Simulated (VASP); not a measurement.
Here is a VASP 6.6.1 calculation.

Contents of INCAR:

```
  PREC = Accurate
  ENCUT = 600
  EDIFF = 1E-6
  ISMEAR = 0
  SIGMA = 0.05
  LREAL = F
  LASPH = T
  NELM = 60
  ALGO = Normal
  ISIF = 3
  LWAVE = F
  LCHARG = F
  GGA = PE
  IBRION = 2
  NSW = 100
  EDIFFG = -0.01
```

Contents of KPOINTS:

```
regular mesh
0
Gamma
  6 6 6
```

File POSCAR:

```
BN
1.0
    3.6596456744      0.0181819142     -0.0130019526
   -0.0181819142     -3.5982790940     -0.0429541483
    0.0130019526     -0.0429541483     -3.6161663036
B N
4 4
Direct
   -0.0025407842      0.5010275786      0.5032289637
    0.5054301865      0.0026404923      0.5008324473
    0.5032666571      0.4992712208      0.0022150323
    0.0010123793     -0.0019328475     -0.0010791308
    0.7482048410      0.7487014110      0.7476857613
    0.2496988137      0.2479695199      0.7468171843
    0.2465215606      0.7500133065      0.2483351518
    0.7484063461      0.2523093183      0.2519645902
```

Potentials or basis: VASP PAW PBE potentials, release 64 (B, N).

Launch:

```sh
$ cat potpaw_PBE.64/B/POTCAR potpaw_PBE.64/N/POTCAR > POTCAR
$ mpirun -np 1 vasp_std > vasp.out
```

(1) Predict the space group after relaxing (to 0.05 Å).

(2) What does it give for the relaxed cell?

Results:

(1) F-43m (No. 216).

(2) a = 3.624 Å, b = 3.625 Å, c = 3.625 Å, α = 90.00°, β = 90.00°, γ = 90.00°.

Caveat: the cell differs from its parent crystal (cell sheared at random, sigma 0.01, atoms nudged by 0.01 Å).
